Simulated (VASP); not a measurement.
# Mn: single point with RPBE

Crystal: Mn.

```
Mn
1.0
     2.47432    0.00000    0.00000
    -1.23716    2.14282    0.00000
     0.00000    0.00000    8.03830
Mn
4
Cartesian
  1.2372 2.1428 0.0000
  1.2372 2.1428 4.0191
  0.0000 1.4285 2.0096
  1.2372 0.7143 6.0287
```

This isn't the form of Mn at room conditions, which is a 58-atom cubic cell.

| Item | Value |
| --- | --- |
| Program | VASP 6.6.1 |
| Task | single point |
| Functional | RPBE |
| Potentials or basis | VASP PAW PBE potentials, release 64 (Mn_pv) |
| Cutoff | 520 eV |
| k mesh | 16 × 16 × 5 |
| Occupations | fermi-dirac, width 0.05 eV |
| Spin | collinear spin, ferrimagnetic start |
| Starting moments | [0.929, 0.929, -0.848, -0.848] μB |
| Dipole correction | no |
| Further INCAR settings | ALGO = Normal; EDIFF = 1e-06; NBANDS = 38 |

```yaml
Pressure: 9.2 GPa
Net_moment: 0.14 μB per cell
Site_moments: Mn +0.65, -0.57 (each value once) μB
Valence_electrons_inside_the_program's_atomic_spheres: Mn 12.00, 11.99 (each value once)
```

Stress tensor (GPa, compression positive):
```
9.69 0.00 0.00
0.00 9.69 0.00
0.00 0.00 8.27
```

Levels at points of the mesh, in eV from the Fermi level:
Spin up:
```
           k point  band 24  band 25  band 26  band 27  band 28  band 29
(0.00, 0.00, 0.00)    -0.81    -0.81    -0.54    -0.54     0.02     0.02
(0.50, 0.00, 0.00)    -0.24     0.50     1.39     1.55     1.59     1.78
```
Spin down:
| k point | band 22 | band 23 | band 24 | band 25 | band 26 | band 27 | band 28 | band 29 | band 30 | band 31 |
| --- | --- | --- | --- | --- | --- | --- | --- | --- | --- | --- |
| (0.00, 0.00, 0.00) | -1.04 | -1.04 | -0.99 | -0.99 | -0.49 | -0.49 | 0.38 | 0.38 | 0.45 | 0.45 |
| (0.50, 0.00, 0.00) | -1.23 | -0.50 | -0.20 | 0.55 | 1.28 | 1.66 | 1.67 | 1.98 | 1.99 | 1.99 |

Run time: 10 min on 1 thread of Oxide Virtual Turin-like Processor, on a shared host, peak memory 0.26 GiB.

Caveat: the cell stands under pressure; the PAW data sets were made with another functional, which shifts forces and pressure a little.
